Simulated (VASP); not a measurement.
# BN (P6_3/mmc) in VASP: a series of runs

The runs below take BN through relaxation of shape and atoms at fixed volume, relaxation of cell and atoms, with PBE+D3(BJ).

Everything below comes from runs of VASP 6.6.1. Logs are shortened: lines on timing, memory, paths and dates and some standing lists are left out, and cuts for length are marked.

## (1) The cell of the first run

It takes space group P6_3/mmc (No. 194, hexagonal). Conventional cell: a = 2.490 Å, b = 2.490 Å, c = 6.570 Å, α = 90.00°, β = 90.00°, γ = 120.00°. B (site symmetry -6m2) has 3 N at 1.44 Å within 1.9 Å. N (site symmetry -6m2) has 3 B at 1.44 Å within 1.9 Å.

## (2) Relaxation of shape and atoms at fixed volume, PBE+D3(BJ) (volume scaled by 0.98)

File INCAR:

```
  PREC = Accurate
  ENCUT = 600
  EDIFF = 1E-7
  ISMEAR = 0
  SIGMA = 0.01
  LREAL = F
  LASPH = T
  NELM = 120
  ALGO = Normal
  ISIF = 4
  LWAVE = F
  LCHARG = F
  GGA = PE
  IVDW = 12
  IBRION = 2
  NSW = 80
  EDIFFG = -0.001
  GGA_COMPAT = F
  NELMIN = 4
```

File KPOINTS:

```
regular mesh
0
Gamma
  12 12 4
```

File POSCAR:

```
BN
1.0
    2.4896032630      0.0000000000      0.0000000000
   -1.2448016315      2.1560596711      0.0000000000
    0.0000000000      0.0000000000      6.5697325199
B N
2 2
Direct
    0.3333333333      0.6666666667      0.2500000000
    0.6666666667      0.3333333333      0.7500000000
    0.3333333333      0.6666666667      0.7500000000
    0.6666666667      0.3333333333      0.2500000000
```

Potentials or basis: VASP PAW PBE potentials, release 64 (B, N).

Started as:

```
cat potpaw_PBE.64/B/POTCAR potpaw_PBE.64/N/POTCAR > POTCAR
mpirun -np 1 vasp_std > vasp.out
```

OUTCAR:

```text
PREC = Accurate
   ENCUT = 600
   EDIFF = 1E-7
   ISMEAR = 0
   LREAL = F
   LASPH = T
   NELM = 120
   ISIF = 4
   GGA = PE
   IVDW = 12
   IBRION = 2
   NSW = 80
   EDIFFG = -0.001
   NELMIN = 4
 IVDW          = 12

 ion  position               nearest neighbor table
   1  0.333  0.667  0.250-   4 1.44   4 1.44   4 1.44
   2  0.667  0.333  0.750-   3 1.44   3 1.44   3 1.44
   3  0.333  0.667  0.750-   2 1.44   2 1.44   2 1.44
   4  0.667  0.333  0.250-   1 1.44   1 1.44   1 1.44

  LATTYP: Found a hexagonal cell.
 ALAT       =     2.4896032630
 C/A-ratio  =     2.6388672515

  Lattice vectors:

 A1 = (   2.4896032630,   0.0000000000,   0.0000000000)
 A2 = (  -1.2448016315,   2.1560596711,   0.0000000000)
 A3 = (   0.0000000000,   0.0000000000,   6.5697325199)

Analysis of symmetry for initial positions (statically):
=====================================================================
 Subroutine PRICEL returns:
 Original cell was already a primitive cell.

 Routine SETGRP: Setting up the symmetry group for a
 hexagonal supercell.

 Subroutine GETGRP returns: Found 24 space group operations
 (whereof 12 operations were pure point group operations)
 out of a pool of 24 trial point group operations.

The static configuration has the point symmetry D_3d.
 The point group associated with its full space group is D_6h.

Analysis of symmetry for dynamics (positions and initial velocities):
=====================================================================
 Subroutine PRICEL returns:
 Original cell was already a primitive cell.

 Routine SETGRP: Setting up the symmetry group for a
 hexagonal supercell.

 Subroutine GETGRP returns: Found 24 space group operations
 (whereof 12 operations were pure point group operations)
 out of a pool of 24 trial point group operations.

The dynamic configuration has the point symmetry D_3d.
 The point group associated with its full space group is D_6h.

 Subroutine INISYM returns: Found 24 space group operations
 (whereof 12 operations are pure point group operations),
 and found     1 'primitive' translations

----------------------------------------------------------------------------------------

                                     Primitive cell

  volume of cell :      35.2646

  direct lattice vectors                    reciprocal lattice vectors
     2.489603263  0.000000000  0.000000000     0.401670425  0.231904528  0.000000000
    -1.244801631  2.156059671  0.000000000     0.000000000  0.463809056  0.000000000
     0.000000000  0.000000000  6.569732520     0.000000000  0.000000000  0.152213198

  length of vectors
     2.489603263  2.489603263  6.569732520     0.463809056  0.463809056  0.152213198

  position of ions in fractional coordinates (direct lattice)
     0.333333333  0.666666667  0.250000000
     0.666666667  0.333333333  0.750000000
     0.333333333  0.666666667  0.750000000
     0.666666667  0.333333333  0.250000000

  ion indices of the primitive-cell ions
   primitive index   ion index
                 1           1
                 2           2
                 3           3
                 4           4

----------------------------------------------------------------------------------------

 KPOINTS: regular mesh

Automatic generation of k-mesh.
 Grid dimensions read from file:
 generate k-points for:   12   12    4

 Generating k-lattice:

  Cartesian coordinates                     Fractional coordinates (reciprocal lattice)
     0.033472535  0.019325377  0.000000000     0.083333333  0.000000000  0.000000000
     0.000000000  0.038650755  0.000000000     0.000000000  0.083333333  0.000000000
     0.000000000  0.000000000  0.038053300     0.000000000  0.000000000  0.250000000

  Length of vectors
     0.038650755  0.038650755  0.038053300

  Shift w.r.t. Gamma in fractional coordinates (k-lattice)
     0.000000000  0.000000000  0.000000000

 Subroutine IBZKPT returns following result:
 ===========================================

 Found     57 irreducible k-points:

 Following reciprocal coordinates:
            Coordinates               Weight
  0.000000  0.000000  0.000000      1.000000
  0.083333 -0.000000  0.000000      6.000000
  0.166667 -0.000000  0.000000      6.000000
  0.250000 -0.000000  0.000000      6.000000
  0.333333 -0.000000  0.000000      6.000000
  0.416667 -0.000000  0.000000      6.000000
[... 16 lines left out ...]
  0.250000 -0.000000  0.250000     12.000000
  0.333333 -0.000000  0.250000     12.000000
 [... further k-points ...]
   k-points           NKPTS =     57   k-points in BZ     NKDIM =     57   number of bands    NBANDS=     12
   number of dos      NEDOS =    301   number of ions     NIONS =      4
   total plane-waves  NPLWV =  21600
   dimension x,y,z NGX =    20 NGY =   20 NGZ =   54
   dimension x,y,z NGXF=    40 NGYF=   40 NGZF=  108
   ions per type =               2   2
   NGX,Y,Z   is equivalent  to a cutoff of  13.36, 13.36, 13.66 a.u.
   NGXF,Y,Z  is equivalent  to a cutoff of  26.71, 26.71, 27.33 a.u.
 SYSTEM =  unknown system
   PREC   = accura    normal or accurate (medium, high low for compatibility)
   ISTART =      0    job   : 0-new  1-cont  2-samecut
   ICHARG =      2    charge: 1-file 2-atom 10-const
   ISPIN  =      1    spin polarized calculation?
   LNONCOLLINEAR =      F non collinear calculations
   LSORBIT =      F    spin-orbit coupling
   LASPH  =      T    aspherical Exc in radial PAW
   ENCUT  =  600.0 eV  44.10 Ry    6.64 a.u.   4.97  4.97 13.12*2*pi/ulx,y,z
   NELM   =    120;   NELMIN=  4; NELMDL= -5     # of ELM steps
   EDIFF  = 0.1E-06   stopping-criterion for ELM
   LREAL  =      F    real-space projection
   EDIFFG = -.1E-02   stopping-criterion for IOM
   NSW    =     80    number of steps for IOM
   IBRION =      2    ionic relax: 0-MD 1-quasi-New 2-CG
   NFREE  =      1    steps in history (QN), initial steepest desc. (CG)
   ISIF   =      4    stress and relaxation
   ISYM   =      2    0-nonsym 1-usesym 2-fastsym
   POTIM  = 0.5000    time-step for ionic-motion
   TEBEG  =    0.0;   TEEND  =   0.0 temperature during run
   PSTRESS=    0.0 pullay stress
   NELECT =      16.0000    total number of electrons
   NUPDOWN=      -1.0000    fix difference up-down
   EMIN   =  10.00;   EMAX   =-10.00  energy-range for DOS
   EFERMI =   0.00;   METHOD = LEGACY
   ISMEAR =     0;   SIGMA  =   0.01  broadening in eV -4-tet -1-fermi 0-gaus
   EFERMI_NEDOS =   21; number of points for ismear=-14 and -15
   IALGO  =     38    algorithm
   IMIX   =      4    mixing-type and parameters
     AMIX     =   0.40;   BMIX     =  1.00
     AMIX_MAG =   1.60;   BMIX_MAG =  1.00
  volume/ion in A,a.u.               =       8.82        59.49
  Fermi-wavevector in a.u.,A,eV,Ry     =   1.257965  2.377210 21.530899  1.582476
  Thomas-Fermi vector in A             =   2.391598
   LORBIT       =      0    0 simple, 1 ext, 2 COOP (PROOUT), +10 PAW based schemes
   GGA     = PE    functional components
   LHFCALC =     F    Hartree Fock is set to
   AEXX    =    0.0000 exact exchange contribution
   IVDW    =    12    specifies the selected vdW correction
   LEPSILON=     F    determine dielectric tensor
   LRPA    =     F    only Hartree local field effects (RPA)
 conjugate gradient relaxation of ions
 non-spin polarized calculation
 Gauss-broadening in eV      SIGMA  =   0.01
  energy-cutoff  :      600.00
  volume of cell :       35.26
 maximum number of plane-waves:      1203
 NGX is ok and might be reduce to    20
   NGX =  9   NGY =  9   NGZ = 27

--------------------------------------- Ionic step        1  -------------------------------------------

 number of electron      15.9999998 magnetization

 Free energy of the ion-electron system (eV)
  ---------------------------------------------------
  ext. energy  EPLUGINS =         0.00000000
  ---------------------------------------------------
  free energy    TOTEN  =       -35.13334178 eV

  energy without entropy =      -35.13334178  energy(sigma->0) =      -35.13334178

------------------------ aborting loop because EDIFF is reached ----------------------------------------

 Edisp (eV)   -0.57863

 E8    (eV) :    -0.1697

  FORCE on cell =-STRESS in cart. coord.  units (eV):
  Direction    XX          YY          ZZ          XY          YZ          ZX
  --------------------------------------------------------------------------------------
  -------------------------------------------------------------------------------------
  Total       1.65175     1.65175    -0.01599     0.00000     0.00000    -0.00000
  in kB      75.04423    75.04423    -0.72669     0.00000     0.00000    -0.00000
  external pressure =       49.79 kB  Pullay stress =        0.00 kB
[... 65 lines left out ...]
  energy  without entropy=      -35.7224452753  energy(sigma->0) =      -35.72244528

--------------------------------------- Ionic step        3  -------------------------------------------

 number of electron      15.9999998 magnetization

 Free energy of the ion-electron system (eV)
  ---------------------------------------------------
  ext. energy  EPLUGINS =         0.00000000
  ---------------------------------------------------
  free energy    TOTEN  =       -35.14229663 eV

  energy without entropy =      -35.14229663  energy(sigma->0) =      -35.14229663

 E-fermi :   2.6130     XC(G=0): -10.2212

 val. band max:        2.4777636502   @ k =   0.3333   0.2500   0.0000
 cond. band min:       6.6971172058   @ k =   0.5000  -0.0000   0.0000
 fundamental gap:      4.2193535556
 Fermi energy:         2.6129825884

 k-point     1 :       0.0000    0.0000    0.0000
  band No.  band energies     occupation
      1     -15.3593      2.00000
      2     -15.0083      2.00000
      3      -3.8556      2.00000
      4      -1.4775      2.00000
      5       1.1225      2.00000
      6       1.1225      2.00000
      7       1.1696      2.00000
      8       1.1696      2.00000
      9       7.8714      0.00000
     10      13.0393      0.00000
     11      13.9777      0.00000
     12      13.9777      0.00000
[... 331 lines left out ...]
 k-point    24 :       0.3333   -0.0000    0.2500
  band No.  band energies     occupation
      1     -13.3333      2.00000
      2     -13.1543      2.00000
      3      -4.4333      2.00000
      4      -4.3607      2.00000
      5      -1.1233      2.00000
      6      -1.0690      2.00000
      7      -0.7918      2.00000
      8       0.5707      2.00000
      9       9.2700      0.00000
     10       9.9471      0.00000
     11      11.5293      0.00000
     12      12.6620      0.00000

 [... further k-points ...]

------------------------ aborting loop because EDIFF is reached ----------------------------------------

 Edisp (eV)   -0.58019

 E8    (eV) :    -0.1704

  FORCE on cell =-STRESS in cart. coord.  units (eV):
  Direction    XX          YY          ZZ          XY          YZ          ZX
  --------------------------------------------------------------------------------------
  -------------------------------------------------------------------------------------
  Total       0.07802     0.07802     0.07637    -0.00000    -0.00000     0.00000
  in kB       3.54491     3.54491     3.46963    -0.00000    -0.00000     0.00000
  external pressure =        3.52 kB  Pullay stress =        0.00 kB
[... 19 lines left out ...]
  FREE ENERGIE OF THE ION-ELECTRON SYSTEM (eV)
  ---------------------------------------------------
  free  energy   TOTEN  =       -35.7224845420 eV

  energy  without entropy=      -35.7224845420  energy(sigma->0) =      -35.72248454

 reached required accuracy - stopping structural energy minimisation
```

Run time: 82 s. Hardware: 1 thread of Intel Xeon 8259CL, shared host; peak memory 0.18 GiB.

Results:

```yaml
Free_energy: -35.7225 eV
Energy_gained_by_relaxing: 2.6 meV/atom
Ionic_steps: 3
Pressure_after_relaxing: 0.4 GPa
Band_gap_on_the_k_mesh: 4.22 eV, indirect (least direct gap 4.61 eV)
Dispersion_energy_per_atom: -0.145 eV
```

Step by step:
| step | energy change (eV) | largest force (eV/Å) | pressure (GPa) | volume (Å³) |
| --- | --- | --- | --- | --- |
| 1 | 0.0000 | 0.0000 | 4.98 | 35.26 |
| 2 | -0.0105 | 0.0000 | 0.09 | 35.26 |
| 3 | -0.0105 | 0.0000 | 0.35 | 35.26 |

Final structure:
```
B N
1.0
     2.50547    0.00000    0.00000
    -1.25273    2.16980    0.00000
     0.00000    0.00000    6.48679
B N
2 2
Direct
  0.33333 0.66667 0.25000
  0.66667 0.33333 0.75000
  0.33333 0.66667 0.75000
  0.66667 0.33333 0.25000
```

Caveat: the cell differs from its parent crystal (volume scaled by 0.98). A k mesh can miss the band edges.

[end of part 1 of 2]
